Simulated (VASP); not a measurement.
Input of a VASP 6.6.1 run:

INCAR

```
SYSTEM = GaP
  PREC = Accurate
  ENCUT = 520
  EDIFF = 1E-6
  ISMEAR = -1
  SIGMA = 0.02
  LREAL = .FALSE.
  LASPH = .TRUE.
  NELM = 80
  ALGO = Normal
  ISIF = 2
  LWAVE = .FALSE.
  LCHARG = .FALSE.
  GGA = PE
  NBANDS = 16
```

File KPOINTS:

```
regular mesh
0
G
  8 8 8
  0 0 0
```

The input POSCAR:

```
GaP
1.0
    0.0000000000      2.7253992874      2.6708913017
    2.7253992874      0.0000000000      2.6708913017
    2.7253992874      2.7253992874      0.0000000000
Ga P
1 1
Direct
    0.0000000000      0.0000000000      0.0000000000
    0.2500000000      0.2500000000      0.2500000000
```

Potentials or basis: VASP PAW PBE potentials, release 64 (Ga_d, P).

Launch:

```bash
$ cat potpaw_PBE.64/Ga_d/POTCAR potpaw_PBE.64/P/POTCAR > POTCAR
$ mpirun -np 1 vasp_std > vasp.out
```

(1) Predict the pressure.

(2) What does it give for the band gap on the k mesh?

Results:

(1) 4.2 GPa.

(2) 1.41 eV, indirect (least direct gap 1.92 eV).

Caveat: the cell differs from its parent crystal (uniaxial z strain -2.0%).
